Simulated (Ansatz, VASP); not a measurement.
# Two plane-wave programs on ZnSb2C

```xyz
8
Lattice="3.9826 0.0000 0.0000 0.0000 3.9826 0.0000 0.0000 0.0000 12.0337" Properties=species:S:1:pos:R:3 pbc="T T T"
Zn    1.9913    0.0000   10.2856
Zn    0.0000    1.9913    1.7481
Sb    1.9913    1.9913    0.0000
Sb    0.0000    0.0000    3.5792
Sb    1.9913    1.9913    6.0169
Sb    0.0000    0.0000    8.4545
C     1.9913    0.0000    4.8275
C     0.0000    1.9913    7.2062
```

Alike in both runs: task single point; functional PBE; k mesh 6 × 6 × 2; occupations fermi-dirac, width 0.02 eV; no spin polarisation.

```csv
,VASP,Ansatz
version,VASP 6.6.1,Ansatz 0.2.0
potentials or method,"VASP PAW PBE potentials, release 64 (Zn, Sb, C)","plane waves, PAW"
plane-wave cutoff (eV),520,420
valence electrons in the cell,52,92
```

VASP gave:

| Item | Value |
| --- | --- |
| pressure (GPa) | -3.3 |
| rms of the force components (eV/Å) | 0.041 |

Q: Which values does Ansatz return?

A: Pressure (GPa): -3.3; rms of the force components (eV/Å): 0.043.

VASP's potentials hold 52 valence electrons a cell and Ansatz's 92, so a difference there can come from the potentials and not from the codes.

Spin-orbit coupling is off throughout.
